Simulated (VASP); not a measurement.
SiO2: single point with LDA

SiO2:

```
Si O
1.0
     4.10530    0.00000    0.00000
     0.00000    4.10530    0.00000
     0.00000    0.00000    2.78910
Si O
2 4
Direct
  0.50000 0.50000 0.50000
  0.00000 0.00000 0.00000
  0.69443 0.69443 0.00000
  0.19443 0.80557 0.50000
  0.30557 0.30557 0.00000
  0.80557 0.19443 0.50000
```

| Quantity | Value |
| --- | --- |
| Program | VASP 6.6.1 |
| Task | single point |
| Functional | LDA |
| Potentials or basis | VASP PAW LDA potentials, release 64 (Si, O) |
| Cutoff | 520 eV |
| k mesh | 6 × 6 × 8 |
| Occupations | gaussian, width 0.05 eV |
| Spin | no spin polarisation |
| Dipole correction | no |
| Further INCAR settings | ALGO = Normal; EDIFF = 1e-07; NBANDS = 25 |

| Item | Value |
| --- | --- |
| Pressure | -8.1 GPa |
| Largest force | 0.221 eV/Å |
| Band gap on the k mesh | 5.17 eV |

Forces on the atoms (eV/Å):
```
Si   0.000  0.000  0.000
Si   0.000  0.000  0.000
O    0.157  0.157  0.000
O    0.157 -0.157  0.000
O   -0.157 -0.157  0.000
O   -0.157  0.157  0.000
```

Stress tensor (GPa, compression positive):
```
  0.55   0.00   0.00
  0.00   0.55   0.00
  0.00   0.00 -25.34
```

Levels at points of the mesh, in eV from the valence-band top:
```csv
k point,band 13,band 14,band 15,band 16,band 17,band 18,band 19,band 20
"(0.00, 0.00, 0.00)",-2.70,-0.81,-0.81,0.00,5.17,5.56,7.40,7.40
"(0.50, 0.00, 0.00)",-2.86,-2.86,-1.00,-1.00,6.97,6.97,8.07,8.07
"(0.50, 0.50, 0.00)",-2.87,-2.87,-2.05,-2.05,6.65,6.65,9.17,9.17
"(0.00, 0.00, 0.50)",-3.27,-3.27,-2.60,-2.60,8.89,8.89,12.11,12.11
"(0.50, 0.00, 0.50)",-2.13,-2.13,-1.70,-1.70,8.63,8.63,10.17,10.17
"(0.50, 0.50, 0.50)",-1.57,-1.57,-1.47,-1.47,7.09,7.09,10.94,10.94
```

Run time: 59 s on 1 thread of Intel Xeon 8259CL (shared host), peak memory 0.17 GiB.

Caveat: the cell stands under tension. A k mesh can miss the band edges.
